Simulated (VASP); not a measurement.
Set up this calculation in VASP 6.6.1, as the native input.

```
Task                   : single point
Functional             : r2SCAN
Potentials or basis    : VASP PAW PBE potentials, release 64 (Zn, O)
Cutoff                 : 520 eV
k mesh                 : 10 × 10 × 10
Occupations            : gaussian, width 0.01 eV
Spin                   : no spin polarisation
Dipole correction      : no
Further INCAR settings : ALGO = Normal; EDIFF = 1e-06; NBANDS = 16
```

Crystal: ZnO.

```
Zn O
1.0
     0.00000    2.13377    2.24771
     2.13377    0.00000    2.24771
     2.13377    2.13377    0.00000
Zn O
1 1
Direct
  0.00000 0.00000 0.00000
  0.50000 0.50000 0.50000
```

This cell differs from its parent crystal: uniaxial z strain +5.3%.

These files were run (other wordings do the same):

POSCAR

```
ZnO
1.0
    0.0000000000      2.1337703963      2.2477137355
    2.1337703963      0.0000000000      2.2477137355
    2.1337703963      2.1337703963      0.0000000000
Zn O
1 1
Direct
    0.0000000000      0.0000000000      0.0000000000
    0.5000000000      0.5000000000      0.5000000000
```

INCAR.step1

```
  PREC = Accurate
  ENCUT = 520
  ISMEAR = 0
  SIGMA = 0.01
  LREAL = F
  LASPH = T
  NELM = 80
  NBANDS = 16
  GGA = PE
  ALGO = Normal
  EDIFF = 1E-4
  LWAVE = T
  LCHARG = F
```

INCAR.step2

```
  PREC = Accurate
  ENCUT = 520
  EDIFF = 1E-6
  ISMEAR = 0
  SIGMA = 0.01
  LREAL = F
  LASPH = T
  NELM = 80
  ALGO = Normal
  ISIF = 2
  LWAVE = F
  LCHARG = F
  METAGGA = R2SCAN
  LMIXTAU = T
  NBANDS = 16
  ISTART = 1
```

KPOINTS

```
regular mesh
0
Gamma
  10 10 10
```

Potentials or basis: VASP PAW PBE potentials, release 64 (Zn, O).

Command:

```console
$ cat potpaw_PBE.64/Zn/POTCAR potpaw_PBE.64/O/POTCAR > POTCAR
$ cp INCAR.step1 INCAR
$ mpirun -np 1 vasp_std > vasp.out
$ cp INCAR.step2 INCAR
$ mpirun -np 1 vasp_std > vasp.out
```

Results of the run:

```json
{"Pressure": "-7.0 GPa", "Band gap on the k mesh": "1.17 eV, indirect (least direct gap 2.42 eV)"}
```

Caveat: the cell differs from its parent crystal (uniaxial z strain +5.3%); the PAW data sets were made with another functional, which shifts forces and pressure a little.

Run time: 39 s on 1 thread of Intel(R) Xeon(R) 6975P-C (Granite Rapids), on a shared host, peak memory 0.16 GiB.
